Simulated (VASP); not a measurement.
# YbOs (Pm-3m) in VASP: notebook

YbOs is run at these levels: PBE, LDA; tasks: single point.

Everything below comes from runs of VASP 6.6.1. Logs are shortened: lines on timing, memory, paths and dates and some standing lists are left out, and cuts for length are marked.

### Step 1. The cell of the first run

It takes space group Pm-3m (No. 221, cubic). Conventional cell: a = 3.355 Å, b = 3.355 Å, c = 3.355 Å, α = 90.00°, β = 90.00°, γ = 90.00°. Yb (site symmetry m-3m) has 8 Os at 2.91 Å and 6 Yb at 3.35 Å within 3.8 Å. Within 3.8 Å of Os (site symmetry m-3m) lie 8 Yb at 2.91 Å and 6 Os at 3.35 Å.

### Step 2. Single point, PBE (18.87 Å³/atom)

The input, INCAR:

```
PREC = Accurate
ENCUT = 520
EDIFF = 1E-6
ISMEAR = 0
SIGMA = 0.05
LREAL = False
LASPH = True
NELM = 100
ALGO = Fast
ISIF = 2
LWAVE = False
LCHARG = False
GGA = PE
NBANDS = 23
```

The input, KPOINTS:

```
Automatic mesh
0
Gamma
  10 10 10
```

The input, POSCAR:

```
YbOs
1.0
    3.3545099948      0.0000000000      0.0000000000
    0.0000000000      3.3545099948      0.0000000000
    0.0000000000      0.0000000000      3.3545099948
Yb Os
1 1
Direct
    0.0000000000      0.0000000000      0.0000000000
    0.5000000000      0.5000000000      0.5000000000
```

Potentials or basis: VASP PAW PBE potentials, release 64 (Yb, Os).

Launch:

```sh
$ cat potpaw_PBE.64/Yb/POTCAR potpaw_PBE.64/Os/POTCAR > POTCAR
$ mpirun -np 1 vasp_std > vasp.out
```

OUTCAR:

```text
PREC = Accurate
   ENCUT = 520
   EDIFF = 1E-6
   ISMEAR = 0
   LREAL = False
   LASPH = True
   NELM = 100
   ISIF = 2
   GGA = PE

 ion  position               nearest neighbor table
   1  0.000  0.000  0.000-   2 2.91   2 2.91   2 2.91   2 2.91   2 2.91   2 2.91   2 2.91   2 2.91

   2  0.500  0.500  0.500-   1 2.91   1 2.91   1 2.91   1 2.91   1 2.91   1 2.91   1 2.91   1 2.91

  LATTYP: Found a simple cubic cell.
 ALAT       =     3.3545099948

  Lattice vectors:

 A1 = (   3.3545099948,   0.0000000000,   0.0000000000)
 A2 = (   0.0000000000,   3.3545099948,   0.0000000000)
 A3 = (   0.0000000000,   0.0000000000,   3.3545099948)

Analysis of symmetry for initial positions (statically):
=====================================================================
 Subroutine PRICEL returns:
 Original cell was already a primitive cell.

 Routine SETGRP: Setting up the symmetry group for a
 simple cubic supercell.

 Subroutine GETGRP returns: Found 48 space group operations
 (whereof 48 operations were pure point group operations)
 out of a pool of 48 trial point group operations.

The static configuration has the point symmetry O_h .

Analysis of symmetry for dynamics (positions and initial velocities):
=====================================================================
 Subroutine PRICEL returns:
 Original cell was already a primitive cell.

 Routine SETGRP: Setting up the symmetry group for a
 simple cubic supercell.

 Subroutine GETGRP returns: Found 48 space group operations
 (whereof 48 operations were pure point group operations)
 out of a pool of 48 trial point group operations.

The dynamic configuration has the point symmetry O_h .

 Subroutine INISYM returns: Found 48 space group operations
 (whereof 48 operations are pure point group operations),
 and found     1 'primitive' translations

----------------------------------------------------------------------------------------

                                     Primitive cell

  volume of cell :      37.7474

  direct lattice vectors                    reciprocal lattice vectors
     3.354509995  0.000000000  0.000000000     0.298106132  0.000000000  0.000000000
     0.000000000  3.354509995  0.000000000     0.000000000  0.298106132  0.000000000
     0.000000000  0.000000000  3.354509995     0.000000000  0.000000000  0.298106132

  length of vectors
     3.354509995  3.354509995  3.354509995     0.298106132  0.298106132  0.298106132

  position of ions in fractional coordinates (direct lattice)
     0.000000000  0.000000000  0.000000000
     0.500000000  0.500000000  0.500000000

  ion indices of the primitive-cell ions
   primitive index   ion index
                 1           1
                 2           2

----------------------------------------------------------------------------------------

 KPOINTS: Automatic mesh

Automatic generation of k-mesh.
 Grid dimensions read from file:
 generate k-points for:   10   10   10

 Generating k-lattice:

  Cartesian coordinates                     Fractional coordinates (reciprocal lattice)
     0.029810613  0.000000000  0.000000000     0.100000000  0.000000000  0.000000000
     0.000000000  0.029810613  0.000000000     0.000000000  0.100000000  0.000000000
     0.000000000  0.000000000  0.029810613     0.000000000  0.000000000  0.100000000

  Length of vectors
     0.029810613  0.029810613  0.029810613

  Shift w.r.t. Gamma in fractional coordinates (k-lattice)
     0.000000000  0.000000000  0.000000000

 Subroutine IBZKPT returns following result:
 ===========================================

 Found     56 irreducible k-points:

 Following reciprocal coordinates:
            Coordinates               Weight
  0.000000  0.000000  0.000000      1.000000
  0.100000  0.000000  0.000000      6.000000
  0.200000  0.000000  0.000000      6.000000
  0.300000  0.000000  0.000000      6.000000
  0.400000  0.000000  0.000000      6.000000
  0.500000  0.000000  0.000000      3.000000
[... 16 lines left out ...]
  0.200000  0.100000  0.100000     24.000000
  0.300000  0.100000  0.100000     24.000000
 [... further k-points ...]
   k-points           NKPTS =     56   k-points in BZ     NKDIM =     56   number of bands    NBANDS=     23
   number of dos      NEDOS =    301   number of ions     NIONS =      2
   total plane-waves  NPLWV =  21952
   dimension x,y,z NGX =    28 NGY =   28 NGZ =   28
   dimension x,y,z NGXF=    56 NGYF=   56 NGZF=   56
   ions per type =               1   1
   NGX,Y,Z   is equivalent  to a cutoff of  13.88, 13.88, 13.88 a.u.
   NGXF,Y,Z  is equivalent  to a cutoff of  27.75, 27.75, 27.75 a.u.
 SYSTEM =  unknown system
   PREC   = accura    normal or accurate (medium, high low for compatibility)
   ISTART =      0    job   : 0-new  1-cont  2-samecut
   ICHARG =      2    charge: 1-file 2-atom 10-const
   ISPIN  =      1    spin polarized calculation?
   LNONCOLLINEAR =      F non collinear calculations
   LSORBIT =      F    spin-orbit coupling
   LASPH  =      T    aspherical Exc in radial PAW
   ENCUT  =  520.0 eV  38.22 Ry    6.18 a.u.   6.24  6.24  6.24*2*pi/ulx,y,z
   NELM   =    100;   NELMIN=  2; NELMDL= -5     # of ELM steps
   EDIFF  = 0.1E-05   stopping-criterion for ELM
   LREAL  =      F    real-space projection
   EDIFFG = 0.1E-04   stopping-criterion for IOM
   NSW    =      0    number of steps for IOM
   IBRION =     -1    ionic relax: 0-MD 1-quasi-New 2-CG
   NFREE  =      0    steps in history (QN), initial steepest desc. (CG)
   ISIF   =      2    stress and relaxation
   ISYM   =      2    0-nonsym 1-usesym 2-fastsym
   POTIM  = 0.5000    time-step for ionic-motion
   TEBEG  =    0.0;   TEEND  =   0.0 temperature during run
   PSTRESS=    0.0 pullay stress
   NELECT =      32.0000    total number of electrons
   NUPDOWN=      -1.0000    fix difference up-down
   EMIN   =  10.00;   EMAX   =-10.00  energy-range for DOS
   EFERMI =   0.00;   METHOD = LEGACY
   ISMEAR =     0;   SIGMA  =   0.05  broadening in eV -4-tet -1-fermi 0-gaus
   EFERMI_NEDOS =   21; number of points for ismear=-14 and -15
   IALGO  =     68    algorithm
   IMIX   =      4    mixing-type and parameters
     AMIX     =   0.40;   BMIX     =  1.00
     AMIX_MAG =   1.60;   BMIX_MAG =  1.00
  volume/ion in A,a.u.               =      18.87       127.37
  Fermi-wavevector in a.u.,A,eV,Ry     =   1.549396  2.927934 32.662522  2.400628
  Thomas-Fermi vector in A             =   2.654209
   LORBIT       =      0    0 simple, 1 ext, 2 COOP (PROOUT), +10 PAW based schemes
   GGA     = PE    functional components
   LHFCALC =     F    Hartree Fock is set to
   AEXX    =    0.0000 exact exchange contribution
   IVDW    =     0    specifies the selected vdW correction
   LEPSILON=     F    determine dielectric tensor
   LRPA    =     F    only Hartree local field effects (RPA)
 non-spin polarized calculation
 RMM-DIIS sequential band-by-band and
 Gauss-broadening in eV      SIGMA  =   0.05
  energy-cutoff  :      520.00
  volume of cell :       37.75
 maximum number of plane-waves:      1064
 NGX is ok and might be reduce to    28
   NGX = 13   NGY = 13   NGZ = 13

 number of electron      32.0000009 magnetization

 Free energy of the ion-electron system (eV)
  ---------------------------------------------------
  ext. energy  EPLUGINS =         0.00000000
  ---------------------------------------------------
  free energy    TOTEN  =       -14.11657146 eV

  energy without entropy =      -14.10958914  energy(sigma->0) =      -14.11308030

 E-fermi :   4.2308     XC(G=0): -12.5185

 val. band max:        4.2266734500   @ k =   0.4000   0.3000   0.2000
 cond. band min:       4.2314355662   @ k =   0.5000   0.1000   0.0000
 fundamental gap:      0.0047621162
 Fermi energy:         4.2307527793

 k-point     1 :       0.0000    0.0000    0.0000
  band No.  band energies     occupation
      1     -46.6605      2.00000
      2     -18.6621      2.00000
      3     -18.6621      2.00000
      4     -18.6621      2.00000
      5      -2.6610      2.00000
      6       0.7548      2.00000
[... 15 lines left out ...]
     22      13.3822      0.00000
     23      13.4249      0.00000

 k-point     2 :       0.1000    0.0000    0.0000
  band No.  band energies     occupation
      1     -46.6582      2.00000
      2     -18.7165      2.00000
      3     -18.6599      2.00000
      4     -18.6599      2.00000
      5      -2.4404      2.00000
      6       0.8255      2.00000
[... 15 lines left out ...]
     22      12.7731      0.00000
     23      13.0414      0.00000

 k-point     3 :       0.2000    0.0000    0.0000
  band No.  band energies     occupation
      1     -46.6522      2.00000
      2     -18.8558      2.00000
      3     -18.6542      2.00000
      4     -18.6542      2.00000
      5      -1.8099      2.00000
      6       1.0225      2.00000
[... 15 lines left out ...]
     22      11.8945      0.00000
     23      12.6593      0.00000

 k-point     4 :       0.3000    0.0000    0.0000
  band No.  band energies     occupation
      1     -46.6449      2.00000
      2     -19.0223      2.00000
      3     -18.6472      2.00000
      4     -18.6472      2.00000
      5      -0.8621      2.00000
      6       1.2944      2.00000
[... 15 lines left out ...]
     22      12.0926      0.00000
     23      12.1953      0.00000

 k-point     5 :       0.4000    0.0000    0.0000
  band No.  band energies     occupation
      1     -46.6389      2.00000
      2     -19.1526      2.00000
      3     -18.6415      2.00000
      4     -18.6415      2.00000
      5       0.2188      2.00000
      6       1.5436      2.00000
[... 434 lines left out ...]
 k-point    22 :       0.1000    0.1000    0.1000
  band No.  band energies     occupation
      1     -46.6538      2.00000
      2     -18.7258      2.00000
      3     -18.7019      2.00000
      4     -18.7019      2.00000
      5      -2.0232      2.00000
      6       1.0809      2.00000
[... 15 lines left out ...]
     22      11.5781      0.00000
     23      15.1279      0.00000

 k-point    23 :       0.2000    0.1000    0.1000
  band No.  band energies     occupation
      1     -46.6481      2.00000
      2     -18.8468      2.00000
      3     -18.7036      2.00000
      4     -18.6962      2.00000
      5      -1.4413      2.00000
      6       1.2474      2.00000
[... 15 lines left out ...]
     22      11.7337      0.00000
     23      14.2223      0.00000

 k-point    24 :       0.3000    0.1000    0.1000
  band No.  band energies     occupation
      1     -46.6409      2.00000
      2     -19.0065      2.00000
      3     -18.6901      2.00000
      4     -18.6891      2.00000
      5      -0.5834      2.00000
      6       1.4725      2.00000
[... 15 lines left out ...]
     22      11.8459      0.00000
     23      13.3785      0.00000

 [... further k-points ...]

------------------------ aborting loop because EDIFF is reached ----------------------------------------

  FORCE on cell =-STRESS in cart. coord.  units (eV):
  Direction    XX          YY          ZZ          XY          YZ          ZX
  --------------------------------------------------------------------------------------
  -------------------------------------------------------------------------------------
  Total        0.1160055      0.1160055      0.1160055      0.0000000      0.0000000      0.0000000
  in kB        4.9238175      4.9238175      4.9238175      0.0000000      0.0000000      0.0000000
  external PRESSURE =       4.9238175 kB  Pullay stress =       0.0000000 kB

 VOLUME and BASIS-vectors are now :
 -----------------------------------------------------------------------------
  energy-cutoff  :      520.00
  volume of cell :       37.75
      direct lattice vectors                 reciprocal lattice vectors
     3.354509995  0.000000000  0.000000000     0.298106132  0.000000000  0.000000000
     0.000000000  3.354509995  0.000000000     0.000000000  0.298106132  0.000000000
     0.000000000  0.000000000  3.354509995     0.000000000  0.000000000  0.298106132

 POSITION                                       TOTAL-FORCE (eV/Angst)
 -----------------------------------------------------------------------------------
      0.00000      0.00000      0.00000         0.000000      0.000000      0.000000
      1.67725      1.67725      1.67725         0.000000      0.000000      0.000000
 -----------------------------------------------------------------------------------
    total drift:                               -0.000000      0.000000     -0.000000

  FREE ENERGIE OF THE ION-ELECTRON SYSTEM (eV)
  ---------------------------------------------------
  free  energy   TOTEN  =       -14.1165714615 eV

  energy  without entropy=      -14.1095891376  energy(sigma->0) =      -14.11308030
```

It took 2 min on 1 thread of Intel Xeon Platinum 8488C (Sapphire Rapids), shared host; peak memory 0.21 GiB.

What came out:

```yaml
Free_energy: -14.1166 eV
Pressure: 0.5 GPa
Band_gap_on_the_k_mesh: zero (bands 16 and 17 overlap by 1.54 eV)
```

Levels at points of the mesh, in eV from the Fermi level:
| k point | band 13 | band 14 | band 15 | band 16 | band 17 | band 18 | band 19 | band 20 |
| --- | --- | --- | --- | --- | --- | --- | --- | --- |
| (0.00, 0.00, 0.00) | -0.51 | -0.51 | -0.33 | -0.33 | -0.33 | 4.69 | 4.69 | 8.96 |
| (0.50, 0.00, 0.00) | -0.47 | -0.24 | 0.08 | 0.08 | 0.64 | 1.78 | 1.93 | 4.02 |
| (0.50, 0.50, 0.00) | -0.53 | -0.47 | -0.43 | 1.18 | 1.61 | 2.51 | 2.51 | 5.52 |
| (0.50, 0.50, 0.50) | -0.49 | -0.49 | 0.05 | 0.05 | 0.05 | 1.26 | 1.26 | 4.66 |

Caveat: spin-orbit coupling is left out, which moves the levels of the heavy elements. Spin polarisation is off, so any magnetic state and its effect on volume and gap are missing.

(Continued in part 2 of 2.)
